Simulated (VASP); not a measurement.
# SnP4 (P-43m) in VASP: notebook

SnP4 is run at these levels: PBE; tasks: single point, relaxation of cell and atoms.

Program: VASP 6.6.1. These are calculated values, not measurements. Logs are shortened: lines on timing, memory, paths and dates and some standing lists are left out, and cuts for length are marked.

**1. The cell of the first run**

The structure is cubic, space group P-43m (No. 215). Conventional cell: a = 4.799 Å, b = 4.799 Å, c = 4.799 Å, α = 90.00°, β = 90.00°, γ = 90.00°. Within 3.2 Å of Sn (site symmetry -43m) lie 4 P at 2.45 Å. P (site symmetry 3m) has 1 Sn at 2.45 Å and 3 P at 2.79 Å within 3.2 Å.

The cell was generated, and may not be a known phase.

**2. Single point, PBE**

Input file INCAR:

```
SYSTEM = SnP4
ALGO = Normal
EDIFF = 1E-7
ENCUT = 520
GGA = PE
ISIF = 2
ISMEAR = 0
LASPH = .TRUE.
LCHARG = .FALSE.
LREAL = .FALSE.
LWAVE = .FALSE.
NBANDS = 25
NELM = 100
PREC = Accurate
SIGMA = 0.1
```

Input file KPOINTS:

```
k-points
0
G
  4 4 4
  0 0 0
```

Input file POSCAR:

```
SnP4
1.0
    4.7994470300      0.0000000000      0.0000000000
    0.0000000000      4.7994470300      0.0000000000
    0.0000000000      0.0000000000      4.7994470300
Sn P
1 4
Direct
    0.5000000000      0.5000000000      0.5000000000
    0.2054283800      0.2054283800      0.2054283800
    0.7945716200      0.7945716200      0.2054283800
    0.7945716200      0.2054283800      0.7945716200
    0.2054283800      0.7945716200      0.7945716200
```

Potentials or basis: VASP PAW PBE potentials, release 64 (Sn_d, P).

Started as:

```bash
cat potpaw_PBE.64/Sn_d/POTCAR potpaw_PBE.64/P/POTCAR > POTCAR
mpirun -np 1 vasp_std > vasp.out
```

OUTCAR:

```text
SYSTEM = SnP4
   EDIFF = 1E-7
   ENCUT = 520
   GGA = PE
   ISIF = 2
   ISMEAR = 0
   LASPH = .TRUE.
   LREAL = .FALSE.
   NELM = 100
   PREC = Accurate

 ion  position               nearest neighbor table
   1  0.500  0.500  0.500-   2 2.45   3 2.45   4 2.45   5 2.45
   2  0.205  0.205  0.205-   1 2.45   3 2.79   4 2.79   5 2.79
   3  0.795  0.795  0.205-   1 2.45   2 2.79   4 2.79   5 2.79
   4  0.795  0.205  0.795-   1 2.45   2 2.79   3 2.79   5 2.79
   5  0.205  0.795  0.795-   1 2.45   2 2.79   3 2.79   4 2.79

  LATTYP: Found a simple cubic cell.
 ALAT       =     4.7994470300

  Lattice vectors:

 A1 = (   4.7994470300,   0.0000000000,   0.0000000000)
 A2 = (   0.0000000000,   4.7994470300,   0.0000000000)
 A3 = (   0.0000000000,   0.0000000000,   4.7994470300)

Analysis of symmetry for initial positions (statically):
=====================================================================
 Subroutine PRICEL returns:
 Original cell was already a primitive cell.

 Routine SETGRP: Setting up the symmetry group for a
 simple cubic supercell.

 Subroutine GETGRP returns: Found 24 space group operations
 (whereof 24 operations were pure point group operations)
 out of a pool of 48 trial point group operations.

The static configuration has the point symmetry T_d .

Analysis of symmetry for dynamics (positions and initial velocities):
=====================================================================
 Subroutine PRICEL returns:
 Original cell was already a primitive cell.

 Routine SETGRP: Setting up the symmetry group for a
 simple cubic supercell.

 Subroutine GETGRP returns: Found 24 space group operations
 (whereof 24 operations were pure point group operations)
 out of a pool of 48 trial point group operations.

The dynamic configuration has the point symmetry T_d .

 Subroutine INISYM returns: Found 24 space group operations
 (whereof 24 operations are pure point group operations),
 and found     1 'primitive' translations

----------------------------------------------------------------------------------------

                                     Primitive cell

  volume of cell :     110.5538

  direct lattice vectors                    reciprocal lattice vectors
     4.799447030  0.000000000  0.000000000     0.208357337  0.000000000  0.000000000
     0.000000000  4.799447030  0.000000000     0.000000000  0.208357337  0.000000000
     0.000000000  0.000000000  4.799447030     0.000000000  0.000000000  0.208357337

  length of vectors
     4.799447030  4.799447030  4.799447030     0.208357337  0.208357337  0.208357337

  position of ions in fractional coordinates (direct lattice)
     0.500000000  0.500000000  0.500000000
     0.205428380  0.205428380  0.205428380
     0.794571620  0.794571620  0.205428380
     0.794571620  0.205428380  0.794571620
     0.205428380  0.794571620  0.794571620

  ion indices of the primitive-cell ions
   primitive index   ion index
                 1           1
                 2           2
                 3           3
                 4           4
                 5           5

----------------------------------------------------------------------------------------

 KPOINTS: k-points

Automatic generation of k-mesh.
 Grid dimensions read from file:
 generate k-points for:    4    4    4

 Generating k-lattice:

  Cartesian coordinates                     Fractional coordinates (reciprocal lattice)
     0.052089334  0.000000000  0.000000000     0.250000000  0.000000000  0.000000000
     0.000000000  0.052089334  0.000000000     0.000000000  0.250000000  0.000000000
     0.000000000  0.000000000  0.052089334     0.000000000  0.000000000  0.250000000

  Length of vectors
     0.052089334  0.052089334  0.052089334

  Shift w.r.t. Gamma in fractional coordinates (k-lattice)
     0.000000000  0.000000000  0.000000000

 Subroutine IBZKPT returns following result:
 ===========================================

 Found     10 irreducible k-points:

 Following reciprocal coordinates:
            Coordinates               Weight
  0.000000  0.000000  0.000000      1.000000
  0.250000  0.000000  0.000000      6.000000
  0.500000  0.000000  0.000000      3.000000
  0.250000  0.250000  0.000000     12.000000
  0.500000  0.250000  0.000000     12.000000
  0.500000  0.500000  0.000000      3.000000
  0.250000  0.250000  0.250000      8.000000
  0.500000  0.250000  0.250000     12.000000
  0.500000  0.500000  0.250000      6.000000
  0.500000  0.500000  0.500000      1.000000
   k-points           NKPTS =     10   k-points in BZ     NKDIM =     10   number of bands    NBANDS=     25
   number of dos      NEDOS =    301   number of ions     NIONS =      5
   total plane-waves  NPLWV =  46656
   dimension x,y,z NGX =    36 NGY =   36 NGZ =   36
   dimension x,y,z NGXF=    72 NGYF=   72 NGZF=   72
   ions per type =               1   4
   NGX,Y,Z   is equivalent  to a cutoff of  12.47, 12.47, 12.47 a.u.
[... 69 lines left out ...]
      1     -15.8234      2.00000
      2     -15.8234      2.00000
      3     -15.8234      2.00000
      4     -15.7374      2.00000
      5     -15.7374      2.00000
      6      -7.4016      2.00000
[... 17 lines left out ...]
     24       9.4045      0.00000
     25       9.4045      0.00000

 k-point     2 :       0.2500    0.0000    0.0000
  band No.  band energies     occupation
      1     -15.8245      2.00000
      2     -15.8245      2.00000
      3     -15.8235      2.00000
      4     -15.7373      2.00000
      5     -15.7353      2.00000
      6      -7.0681      2.00000
[... 17 lines left out ...]
     24      10.2554      0.00000
     25      10.2554      0.00000

 k-point     3 :       0.5000    0.0000    0.0000
  band No.  band energies     occupation
      1     -15.8255      2.00000
      2     -15.8255      2.00000
      3     -15.8236      2.00000
      4     -15.7372      2.00000
      5     -15.7331      2.00000
      6      -6.2608      2.00000
[... 17 lines left out ...]
     24      11.9740      0.00000
     25      12.0522      0.00000

 k-point     4 :       0.2500    0.2500    0.0000
  band No.  band energies     occupation
      1     -15.8257      2.00000
      2     -15.8245      2.00000
      3     -15.8244      2.00000
      4     -15.7362      2.00000
      5     -15.7341      2.00000
      6      -6.7478      2.00000
[... 17 lines left out ...]
     24      10.7040      0.00000
     25      10.7583      0.00000

 k-point     5 :       0.5000    0.2500    0.0000
  band No.  band energies     occupation
      1     -15.8270      2.00000
      2     -15.8254      2.00000
      3     -15.8245      2.00000
      4     -15.7358      2.00000
      5     -15.7322      2.00000
      6      -6.0074      2.00000
[... 17 lines left out ...]
     24      11.5810      0.00000
     25      12.1419      0.00000

 k-point     6 :       0.5000    0.5000    0.0000
  band No.  band energies     occupation
      1     -15.8284      2.00000
      2     -15.8254      2.00000
      3     -15.8254      2.00000
      4     -15.7350      2.00000
      5     -15.7307      2.00000
      6      -5.6094      2.00000
[... 17 lines left out ...]
     24      12.2135      0.00000
     25      12.2135      0.00000

 k-point     7 :       0.2500    0.2500    0.2500
  band No.  band energies     occupation
      1     -15.8258      2.00000
      2     -15.8255      2.00000
      3     -15.8255      2.00000
      4     -15.7340      2.00000
      5     -15.7340      2.00000
      6      -6.4513      2.00000
[... 17 lines left out ...]
     24      10.5526      0.00000
     25      11.5534      0.00000

 k-point     8 :       0.5000    0.2500    0.2500
  band No.  band energies     occupation
      1     -15.8269      2.00000
      2     -15.8267      2.00000
      3     -15.8255      2.00000
      4     -15.7339      2.00000
      5     -15.7318      2.00000
      6      -5.8495      2.00000
[... 17 lines left out ...]
     24      11.5551      0.00000
     25      11.8981      0.00000

 k-point     9 :       0.5000    0.5000    0.2500
  band No.  band energies     occupation
      1     -15.8281      2.00000
      2     -15.8266      2.00000
      3     -15.8266      2.00000
      4     -15.7328      2.00000
      5     -15.7306      2.00000
      6      -5.6427      2.00000
[... 17 lines left out ...]
     24      11.7393      0.00000
     25      11.7393      0.00000

 k-point    10 :       0.5000    0.5000    0.5000
  band No.  band energies     occupation
      1     -15.8279      2.00000
      2     -15.8279      2.00000
      3     -15.8279      2.00000
      4     -15.7306      2.00000
      5     -15.7306      2.00000
      6      -5.6345      2.00000
[... 17 lines left out ...]
     24      10.6535      0.00000
     25      10.6535      0.00000

------------------------ aborting loop because EDIFF is reached ----------------------------------------

  FORCE on cell =-STRESS in cart. coord.  units (eV):
  Direction    XX          YY          ZZ          XY          YZ          ZX
  --------------------------------------------------------------------------------------
  -------------------------------------------------------------------------------------
  Total       -0.5876830     -0.5876830     -0.5876830      0.0000000      0.0000000      0.0000000
  in kB       -8.5168714     -8.5168714     -8.5168714      0.0000000      0.0000000      0.0000000
  external PRESSURE =      -8.5168714 kB  Pullay stress =       0.0000000 kB

 VOLUME and BASIS-vectors are now :
 -----------------------------------------------------------------------------
  energy-cutoff  :      520.00
  volume of cell :      110.55
      direct lattice vectors                 reciprocal lattice vectors
     4.799447030  0.000000000  0.000000000     0.208357337  0.000000000  0.000000000
     0.000000000  4.799447030  0.000000000     0.000000000  0.208357337  0.000000000
     0.000000000  0.000000000  4.799447030     0.000000000  0.000000000  0.208357337

 POSITION                                       TOTAL-FORCE (eV/Angst)
 -----------------------------------------------------------------------------------
      2.39972      2.39972      2.39972         0.000000      0.000000      0.000000
      0.98594      0.98594      0.98594        -1.222340     -1.222340     -1.222340
      3.81350      3.81350      0.98594         1.222340      1.222340     -1.222340
      3.81350      0.98594      3.81350         1.222340     -1.222340      1.222340
      0.98594      3.81350      3.81350        -1.222340      1.222340      1.222340
 -----------------------------------------------------------------------------------
    total drift:                               -0.000000     -0.000000      0.000000

  FREE ENERGIE OF THE ION-ELECTRON SYSTEM (eV)
  ---------------------------------------------------
  free  energy   TOTEN  =       -19.9035782046 eV

  energy  without entropy=      -19.8555389883  energy(sigma->0) =      -19.87955860
```

Run time: 13 s. Hardware: 1 thread of AMD EPYC 9R45 (Zen 5), shared host; peak memory 0.17 GiB.

Results:

* Free energy: -19.9036 eV
* Pressure: -0.9 GPa
* Largest force: 2.117 eV/Å
* Band gap on the k mesh: zero (bands 17 and 18 overlap by 1.32 eV)

Forces on the atoms (eV/Å):
```
Sn   0.000  0.000  0.000
P   -1.222 -1.222 -1.222
P    1.222  1.222 -1.222
P    1.222 -1.222  1.222
P   -1.222  1.222  1.222
```

Caveat: spin-orbit coupling is left out, which moves the levels of the heavy elements; forces of over 1 eV/Å act on the atoms, so gaps and moduli don't describe the material at rest.

**3. Single point, PBE**

This run uses another cell than the first one, of 25.73 Å³/atom.

Input file INCAR:

```
PREC = Accurate ; ENCUT = 520
EDIFF = 1E-6 ; ISMEAR = 0
SIGMA = 0.1 ; LREAL = F
LASPH = T ; NELM = 60
ALGO = Normal ; ISIF = 2
LWAVE = F ; LCHARG = F
GGA = PE ; NBANDS = 25
```

Input file KPOINTS:

```
Automatic mesh
0
Gamma
  4 4 4
```

Input file POSCAR:

```
SnP4
1.0
    5.0481937699      0.0000000000      0.0000000000
    0.0000000000      5.0481937699      0.0000000000
    0.0000000000      0.0000000000      5.0481937699
Sn P
1 4
Direct
    0.5000000000      0.5000000000      0.5000000000
    0.1574882636      0.1574882636      0.1574882636
    0.8425117364      0.8425117364      0.1574882636
    0.8425117364      0.1574882636      0.8425117364
    0.1574882636      0.8425117364      0.8425117364
```

Potentials or basis: VASP PAW PBE potentials, release 64 (Sn_d, P).

Started as:

```bash
cat potpaw_PBE.64/Sn_d/POTCAR potpaw_PBE.64/P/POTCAR > POTCAR
mpirun -np 1 vasp_std > vasp.out
```

Wall time 17 s (1 thread of AMD EPYC 9R45 (Zen 5), shared host); peak memory 0.21 GiB.

The run converged. Its results:

- Free energy: -22.8529 eV
- Pressure: 0.0 GPa
- Largest force: 0.138 eV/Å
- Band gap on the k mesh: zero (bands 17 and 18 overlap by 2.99 eV)

Forces on the atoms (eV/Å):
```
Sn   0.000  0.000  0.000
P   -0.080 -0.080 -0.080
P    0.080  0.080 -0.080
P    0.080 -0.080  0.080
P   -0.080  0.080  0.080
```

Levels at points of the mesh, in eV from the Fermi level:
| k point | band 12 | band 13 | band 14 | band 15 | band 16 | band 17 | band 18 | band 19 | band 20 | band 21 |
| --- | --- | --- | --- | --- | --- | --- | --- | --- | --- | --- |
| (0.00, 0.00, 0.00) | -3.90 | -3.50 | -3.50 | -3.50 | -3.40 | 0.57 | 0.57 | 0.57 | 1.34 | 1.34 |
| (0.50, 0.00, 0.00) | -4.12 | -4.12 | -3.66 | -2.60 | -2.21 | 0.03 | 1.03 | 1.03 | 1.52 | 1.70 |
| (0.50, 0.50, 0.00) | -3.91 | -3.91 | -2.87 | -2.86 | -1.57 | -1.25 | -1.25 | 0.66 | 2.08 | 2.08 |
| (0.50, 0.50, 0.50) | -5.12 | -5.12 | -2.96 | -1.48 | -1.48 | 1.75 | 1.75 | 1.75 | 2.04 | 2.04 |

Caveat: spin-orbit coupling is left out, which moves the levels of the heavy elements.

**4. Relaxation of cell and atoms, PBE**

Input file INCAR:

```
  PREC = Accurate
  ENCUT = 600
  EDIFF = 1E-6
  ISMEAR = 0
  SIGMA = 0.1
  LREAL = False
  LASPH = True
  NELM = 80
  ALGO = Normal
  ISIF = 3
  LWAVE = False
  LCHARG = False
  GGA = PE
  IBRION = 2
  NSW = 90
  EDIFFG = -0.04
```

KPOINTS is that of step 3.

Input file POSCAR:

```
SnP4
1.0
    4.7994470300      0.0000000000      0.0000000000
    0.0000000000      4.7994470300      0.0000000000
    0.0000000000      0.0000000000      4.7994470300
Sn P
1 4
Direct
    0.5000000000      0.5000000000      0.5000000000
    0.2054283800      0.2054283800      0.2054283800
    0.7945716200      0.7945716200      0.2054283800
    0.7945716200      0.2054283800      0.7945716200
    0.2054283800      0.7945716200      0.7945716200
```

Started as:

```bash
cat potpaw_PBE.64/Sn_d/POTCAR potpaw_PBE.64/P/POTCAR > POTCAR
mpirun -np 1 vasp_std > vasp.out
```

It took 2.5 min on 1 thread of AMD EPYC 9R45 (Zen 5), shared host; peak memory 0.22 GiB.

It converged, with:

| Quantity | Value |
| --- | --- |
| Free energy | -22.8544 eV |
| Relaxed volume | 26.16 Å³/atom |
| Relaxed cell | a = 5.076 Å, b = 5.076 Å, c = 5.076 Å, α = 90.00°, β = 90.00°, γ = 90.00° |
| Space group after relaxing (to 0.1 Å) | P-43m (No. 215) |
| Energy gained by relaxing | 590.1 meV/atom |
| Ionic steps | 14 |
| Pressure after relaxing | 0.0 GPa |
| Largest force after relaxing | 0.017 eV/Å |
| Band gap on the k mesh | zero (bands 17 and 18 overlap by 2.90 eV) |

Forces on the atoms (eV/Å):
```
Sn   0.000  0.000  0.000
P    0.010  0.010  0.010
P   -0.010 -0.010  0.010
P   -0.010  0.010 -0.010
P    0.010 -0.010 -0.010
```

Step by step:
| step | energy change (eV) | largest force (eV/Å) | pressure (GPa) | volume (Å³) |
| --- | --- | --- | --- | --- |
| 1 | 0.0000 | 2.1169 | -0.83 | 110.55 |
| 2 | -0.8531 | 2.2630 | -1.31 | 108.74 |
| 3 | -1.6817 | 4.3889 | 18.24 | 103.41 |
| 4 | -1.7766 | 2.5137 | 0.57 | 107.01 |
| 5 | -2.4679 | 0.5678 | 6.06 | 105.20 |
| 6 | -2.4767 | 0.0607 | 7.47 | 104.92 |
| 7 | -2.7546 | 1.5805 | 5.61 | 118.95 |
| 8 | -2.7579 | 1.4625 | 5.61 | 117.84 |
| 9 | -2.6890 | 1.5907 | -4.57 | 140.32 |
| 10 | -2.9437 | 0.1829 | -0.01 | 127.44 |
| 11 | -2.9438 | 0.1535 | 0.10 | 127.23 |
| 12 | -2.9437 | 0.1266 | 0.19 | 127.04 |
| 13 | -2.9468 | 0.0922 | 0.15 | 128.00 |
| 14 | -2.9507 | 0.0169 | 0.05 | 130.81 |

Final structure:
```
Sn P
1.0
     5.07633    0.00000    0.00000
     0.00000    5.07633    0.00000
     0.00000    0.00000    5.07633
Sn P
1 4
Direct
  0.50000 0.50000 0.50000
  0.15600 0.15600 0.15600
  0.84400 0.84400 0.15600
  0.84400 0.15600 0.84400
  0.15600 0.84400 0.84400
```

Levels at points of the mesh, in eV from the Fermi level:
```
           k point  band 13  band 14  band 15  band 16  band 17  band 18  band 19  band 20
(0.00, 0.00, 0.00)    -3.52    -3.52    -3.52    -3.52     0.54     0.54     0.54     1.38
(0.50, 0.00, 0.00)    -4.12    -3.65    -2.67    -2.25     0.10     1.02     1.02     1.72
(0.50, 0.50, 0.00)    -3.91    -2.93    -2.87    -1.65    -1.22    -1.22     0.60     2.09
(0.50, 0.50, 0.50)    -5.07    -3.09    -1.56    -1.56     1.68     1.68     1.68     1.99
```

Caveat: the volume moved by over 15 % at a fixed basis, so the end points are rough; spin-orbit coupling is left out, which moves the levels of the heavy elements.

**5. Summary**

| task | cell | cutoff (eV) | gap on the mesh (eV) | pressure (GPa) | largest force (eV/Å) |
| --- | --- | --- | --- | --- | --- |
| single point | a = 4.799 Å, 5 atoms, atomic positions A | 520 | none | -0.9 | 2.12 |
| single point | a = 5.048 Å, 5 atoms, atomic positions B | 520 | none | 0.0 | 0.14 |
| relaxation of cell and atoms | relaxed from a = 4.799 Å, 5 atoms, atomic positions A | 600 | none | 0.0 | 0.02 |

Alike in all rows: level PBE; potentials or basis VASP PAW PBE potentials, release 64 (Sn_d, P); no spin polarisation; k mesh 4 × 4 × 4; smearing gaussian 0.1 eV.

Caveats: spin-orbit coupling is left out, which moves the levels of the heavy elements; forces of over 1 eV/Å act on the atoms, so gaps and moduli don't describe the material at rest (at least some runs); the volume moved by over 15 % at a fixed basis, so the end points are rough (at least some runs).

Absolute energies hang on the potentials; compare differences alone.
